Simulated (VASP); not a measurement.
**NaH: single point with r2SCAN**

NaH:

```
Na H
1.0
     4.13157    0.00000    0.00000
    -2.06579    3.57805    0.00000
     0.00000    0.00000    4.71151
Na H
2 2
Direct
  0.33333 0.66667 0.93750
  0.66667 0.33333 0.43750
  0.33333 0.66667 0.43750
  0.66667 0.33333 0.93750
```

This cell differs from its parent crystal: epitaxial xy strain +4.5%.

```yaml
Program: VASP 6.6.1
Task: single point
Functional: r2SCAN
Potentials_or_basis: VASP PAW PBE potentials, release 64 (Na_pv, H)
Cutoff: 520 eV
k_mesh: 12 × 12 × 6
Occupations: gaussian, width 0.01 eV
Spin: no spin polarisation
```

```json
{
 "Pressure": "-1.1 GPa",
 "Band gap on the k mesh": "3.37 eV (least direct gap 4.34 eV)"
}
```

Stress tensor (GPa, compression positive):
```
-1.63  0.00  0.00
 0.00 -1.63  0.00
 0.00  0.00  0.01
```

Levels at points of the mesh, in eV from the valence-band top:
```
           k point  band 6  band 7  band 8  band 9  band 10  band 11
(0.00, 0.00, 0.00)  -23.25   -3.29    0.00    5.70     7.85     9.96
(0.50, 0.00, 0.00)  -23.27   -1.66   -0.77    3.97     7.61     8.13
(0.00, 0.00, 0.50)  -23.29   -1.92   -1.92    7.15     7.15    10.76
(0.50, 0.00, 0.50)  -23.27   -0.94   -0.94    4.24     4.24     8.69
```

Wall time 5.6 min on 1 thread of Intel Xeon 8259CL (shared host), peak memory 0.23 GiB.

Caveat: the cell differs from its parent crystal (epitaxial xy strain +4.5%); the PAW data sets were made with another functional, which shifts forces and pressure a little. A k mesh can miss the band edges.
